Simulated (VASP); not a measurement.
HfB, 2 atoms in the cell. The structure is cubic, space group Fm-3m (No. 225). The conventional cell has a = 4.582 Å, b = 4.582 Å, c = 4.582 Å, α = 90.00°, β = 90.00°, γ = 90.00°. Hf (site symmetry m-3m) has 6 B at 2.29 Å within 3.0 Å. Within 3.0 Å of B (site symmetry m-3m) lie 6 Hf at 2.29 Å. 

```yaml
Program: VASP 6.6.1
Task: single point
Functional: PBEsol
Potentials_or_basis: VASP PAW PBE potentials, release 64 (Hf_pv, B)
Cutoff: 520 eV
k_mesh: 10 × 10 × 10
Occupations: fermi-dirac, width 0.05 eV
Spin: no spin polarisation
Dipole_correction: no
Further_INCAR_settings: ALGO = Normal; EDIFF = 1e-06; NBANDS = 14
```

Potentials or basis: VASP PAW PBE potentials, release 64 (Hf_pv, B).

The run is started by

```sh
$ cat potpaw_PBE.64/Hf_pv/POTCAR potpaw_PBE.64/B/POTCAR > POTCAR
$ mpirun -np 1 vasp_std > vasp.out
```

Hardware: 1 thread of Intel(R) Xeon(R) Platinum 8259CL CPU @ 2.50GHz (Skylake/Cascade Lake), on a shared host.

Question: Estimate the wall time of this run.

Answer: Run time: 8.7 s on 1 thread of Intel(R) Xeon(R) Platinum 8259CL CPU @ 2.50GHz (Skylake/Cascade Lake) (shared host), peak memory 0.14 GiB. Counts: scf iterations 12, k points 47.
